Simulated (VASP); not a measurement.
# P in VASP: single point with PBEsol

Aim: the single point of P with PBEsol.

Everything below comes from runs of VASP 6.6.1. Logs are shortened: lines on timing, memory, paths and dates and some standing lists are left out, and cuts for length are marked.

## 1. The cell of the first run

The cell holds a slab with vacuum, 8 atoms: a = 3.284 Å, b = 4.437 Å, c = 69.749 Å, α = 90.00°, β = 90.00°, γ = 90.00°.

## 2. Single point, PBEsol (atoms displaced along a vibrational mode)

INCAR reads:

```
SYSTEM = P
PREC = Accurate
ENCUT = 520
EDIFF = 1E-6
ISMEAR = 0
SIGMA = 0.05
LREAL = .False.
LASPH = .True.
NELM = 100
ALGO = Normal
ISIF = 2
LWAVE = .False.
LCHARG = .False.
GGA = PS
NBANDS = 30
```

KPOINTS reads:

```
regular mesh
0
Gamma
  8 6 1
  0 0 0
```

POSCAR reads:

```
P
1.0
   -3.2843671164      0.0000000000      0.0000000000
    0.0000000000      0.0000000000     -4.4369101505
    0.0000000000    -69.7494942429      0.0000000000
P
8
Direct
    0.0000000000      0.4173798676      0.0151561880
    0.0000000000      0.4444232888      0.5151331384
    0.0000000000      0.5555767112      0.4848668616
    0.0000000000      0.5826201324      0.9848438120
    0.5000000000      0.8903364464      0.4848207622
    0.5000000000      0.9173798676      0.9848438118
    0.5000000000      0.0826201324      0.0151561882
    0.5000000000      0.1096635536      0.5151792378
```

Potentials or basis: VASP PAW PBE potentials, release 64 (P).

The run is started by

```sh
$ cat potpaw_PBE.64/P/POTCAR > POTCAR
$ mpirun -np 1 vasp_std > vasp.out
```

OUTCAR:

```text
SYSTEM = P
   PREC = Accurate
   ENCUT = 520
   EDIFF = 1E-6
   ISMEAR = 0
   LREAL = .False.
   LASPH = .True.
   NELM = 100
   ISIF = 2
   GGA = PS

 ion  position               nearest neighbor table
   1  0.000  0.417  0.015-   7 2.21   7 2.21   4 2.24
   2  0.000  0.444  0.515-   3 2.17   8 2.21   8 2.21
   3  0.000  0.556  0.485-   2 2.17   5 2.21   5 2.21
   4  0.000  0.583  0.985-   6 2.21   6 2.21   1 2.24
   5  0.500  0.890  0.485-   3 2.21   3 2.21   8 2.33
   6  0.500  0.917  0.985-   4 2.21   4 2.21   7 2.24
   7  0.500  0.083  0.015-   1 2.21   1 2.21   6 2.24
   8  0.500  0.110  0.515-   2 2.21   2 2.21   5 2.33

  LATTYP: Found a simple orthorhombic cell.
 ALAT       =     3.2843671164
 B/A-ratio  =     1.3509178460
 C/A-ratio  =    21.2368142083

  Lattice vectors:

 A1 = (  -3.2843671164,   0.0000000000,   0.0000000000)
 A2 = (   0.0000000000,   0.0000000000,  -4.4369101505)
 A3 = (   0.0000000000, -69.7494942429,   0.0000000000)

Analysis of symmetry for initial positions (statically):
=====================================================================
 Subroutine PRICEL returns:
 Original cell was already a primitive cell.

 Routine SETGRP: Setting up the symmetry group for a
 simple orthorhombic supercell.

 Subroutine GETGRP returns: Found  4 space group operations
 (whereof  4 operations were pure point group operations)
 out of a pool of  8 trial point group operations.

The static configuration has the point symmetry C_2h.

Analysis of symmetry for dynamics (positions and initial velocities):
=====================================================================
 Subroutine PRICEL returns:
 Original cell was already a primitive cell.

 Routine SETGRP: Setting up the symmetry group for a
 simple orthorhombic supercell.

 Subroutine GETGRP returns: Found  4 space group operations
 (whereof  4 operations were pure point group operations)
 out of a pool of  8 trial point group operations.

The dynamic configuration has the point symmetry C_2h.

 Subroutine INISYM returns: Found  4 space group operations
 (whereof  4 operations are pure point group operations),
 and found     1 'primitive' translations

[... 100 lines left out ...]
   NELM   =    100;   NELMIN=  2; NELMDL= -5     # of ELM steps
   EDIFF  = 0.1E-05   stopping-criterion for ELM
   LREAL  =      F    real-space projection
   EDIFFG = 0.1E-04   stopping-criterion for IOM
   NSW    =      0    number of steps for IOM
   IBRION =     -1    ionic relax: 0-MD 1-quasi-New 2-CG
   NFREE  =      0    steps in history (QN), initial steepest desc. (CG)
   ISIF   =      2    stress and relaxation
   ISYM   =      2    0-nonsym 1-usesym 2-fastsym
   POTIM  = 0.5000    time-step for ionic-motion
   TEBEG  =    0.0;   TEEND  =   0.0 temperature during run
   PSTRESS=    0.0 pullay stress
   NELECT =      40.0000    total number of electrons
   NUPDOWN=      -1.0000    fix difference up-down
   EMIN   =  10.00;   EMAX   =-10.00  energy-range for DOS
   EFERMI =   0.00;   METHOD = LEGACY
   ISMEAR =     0;   SIGMA  =   0.05  broadening in eV -4-tet -1-fermi 0-gaus
   EFERMI_NEDOS =   21; number of points for ismear=-14 and -15
   IALGO  =     38    algorithm
   IMIX   =      4    mixing-type and parameters
     AMIX     =   0.40;   BMIX     =  1.00
     AMIX_MAG =   1.60;   BMIX_MAG =  1.00
  volume/ion in A,a.u.               =     127.05       857.39
  Fermi-wavevector in a.u.,A,eV,Ry     =   0.556848  1.052291  4.218897  0.310080
  Thomas-Fermi vector in A             =   1.591191
   LORBIT       =      0    0 simple, 1 ext, 2 COOP (PROOUT), +10 PAW based schemes
   GGA     = PS    functional components
   LHFCALC =     F    Hartree Fock is set to
   AEXX    =    0.0000 exact exchange contribution
   IVDW    =     0    specifies the selected vdW correction
   LEPSILON=     F    determine dielectric tensor
   LRPA    =     F    only Hartree local field effects (RPA)
 non-spin polarized calculation
 Gauss-broadening in eV      SIGMA  =   0.05
  energy-cutoff  :      520.00
  volume of cell :     1016.42
 maximum number of plane-waves:     27484
   NGX = 13   NGY = 17   NGZ =259

 number of electron      39.9999998 magnetization

 Free energy of the ion-electron system (eV)
  ---------------------------------------------------
  ext. energy  EPLUGINS =         0.00000000
  ---------------------------------------------------
  free energy    TOTEN  =       -45.52025616 eV

  energy without entropy =      -45.52025616  energy(sigma->0) =      -45.52025616

 E-fermi :  -3.0226     XC(G=0):  -1.8025

 val. band max:       -3.2534397262   @ k =   0.0000   0.0000   0.0000
 cond. band min:      -2.7313714774   @ k =   0.5000   0.0000   0.0000
 fundamental gap:      0.5220682488
 Fermi energy:        -3.0226138916

 k-point     1 :       0.0000    0.0000    0.0000
  band No.  band energies     occupation
      1     -18.5541      2.00000
      2     -18.5213      2.00000
      3     -15.8686      2.00000
      4     -15.8595      2.00000
      5     -12.3454      2.00000
      6     -12.2528      2.00000
[... 649 lines left out ...]
     29       1.8189      0.00000
     30       2.3174      0.00000

------------------------ aborting loop because EDIFF is reached ----------------------------------------

  FORCE on cell =-STRESS in cart. coord.  units (eV):
  Direction    XX          YY          ZZ          XY          YZ          ZX
  --------------------------------------------------------------------------------------
  -------------------------------------------------------------------------------------
  Total        0.2037307      0.2911695     -0.3695027      0.0000000     -2.7926480      0.0000000
  in kB        0.3211395      0.4589687     -0.5824448      0.0000000     -4.4020340      0.0000000
  external PRESSURE =       0.0658878 kB  Pullay stress =       0.0000000 kB

 VOLUME and BASIS-vectors are now :
 -----------------------------------------------------------------------------
  energy-cutoff  :      520.00
  volume of cell :     1016.42
      direct lattice vectors                 reciprocal lattice vectors
    -3.284367116  0.000000000  0.000000000    -0.304472662  0.000000000  0.000000000
     0.000000000  0.000000000 -4.436910151     0.000000000  0.000000000 -0.225382071
     0.000000000-69.749494243  0.000000000     0.000000000 -0.014337022  0.000000000

 POSITION                                       TOTAL-FORCE (eV/Angst)
 -----------------------------------------------------------------------------------
      0.00000     -1.05714     -1.85188         0.000000      0.019187      0.009967
      0.00000    -35.93028     -1.97187         0.000000     -0.080846      0.662022
      0.00000    -33.81922     -2.46504        -0.000000      0.080846     -0.662022
      0.00000    -68.69236     -2.58503         0.000000     -0.019187     -0.009967
     -1.64218    -33.81600     -3.95034         0.000000      0.109051     -0.659109
     -1.64218    -68.69236     -4.07033         0.000000     -0.019188      0.009962
     -1.64218     -1.05714     -0.36658         0.000000      0.019188     -0.009962
     -1.64218    -35.93349     -0.48657         0.000000     -0.109051      0.659109
 -----------------------------------------------------------------------------------
    total drift:                                0.000000     -0.000000      0.000000

  FREE ENERGIE OF THE ION-ELECTRON SYSTEM (eV)
  ---------------------------------------------------
  free  energy   TOTEN  =       -45.5202561601 eV

  energy  without entropy=      -45.5202561601  energy(sigma->0) =      -45.52025616
```

OSZICAR:

```text
N       E                     dE             d eps       ncg     rms          rms(c)
DAV:   1     0.290208448095E+03    0.29021E+03   -0.11071E+04  1264   0.869E+02
DAV:   2     0.324087048386E-01   -0.29018E+03   -0.26926E+03  1914   0.158E+02
DAV:   3    -0.446610414683E+02   -0.44693E+02   -0.44478E+02  1496   0.706E+01
[... 16 lines left out ...]
DAV:  20    -0.455202342454E+02   -0.37297E-04   -0.93189E-07  1168   0.214E-03    0.197E-03
DAV:  21    -0.455202462062E+02   -0.11961E-04   -0.17676E-07  1072   0.112E-03    0.124E-03
DAV:  22    -0.455202512743E+02   -0.50681E-05   -0.82122E-08  1082   0.658E-04    0.762E-04
DAV:  23    -0.455202542103E+02   -0.29360E-05   -0.41801E-08  1006   0.566E-04    0.592E-04
DAV:  24    -0.455202556468E+02   -0.14365E-05   -0.20093E-08  1010   0.354E-04    0.656E-05
DAV:  25    -0.455202561601E+02   -0.51326E-06   -0.69895E-10   920   0.181E-04
   1 F= -.45520256E+02 E0= -.45520256E+02  d E =-.327475E-12
```

stdout:

```text
POSCAR found type information on POSCAR P
 POSCAR found :  1 types and       8 ions
 scaLAPACK will be used
 -----------------------------------------------------------------------------
|                                                                             |
|                                                                             |
|     You enforced a specific xc type in the INCAR file but a different       |
[... 20 lines left out ...]
|                                                                             |
 -----------------------------------------------------------------------------

 POSCAR, INCAR and KPOINTS ok, starting setup
 FFT: planning ... GRIDC
 FFT: planning ... GRID_SOFT
 FFT: planning ... GRID
 WAVECAR not read
 entering main loop
```

It took 32 min on 1 thread of Intel Xeon 8259CL, shared host; peak memory 1.1 GiB.

Results:

| Item | Value |
| --- | --- |
| Free energy | -45.5203 eV |
| Largest force | 0.668 eV/Å |
| Band gap on the k mesh | 0.52 eV |

Forces on the atoms (eV/Å):
```
P    0.000  0.019  0.010
P    0.000 -0.081  0.662
P    0.000  0.081 -0.662
P    0.000 -0.019 -0.010
P    0.000  0.109 -0.659
P    0.000 -0.019  0.010
P    0.000  0.019 -0.010
P    0.000 -0.109  0.659
```

Caveat: the cell differs from its parent crystal (atoms displaced along a vibrational mode); the PAW data sets were made with another functional, which shifts forces and pressure a little.
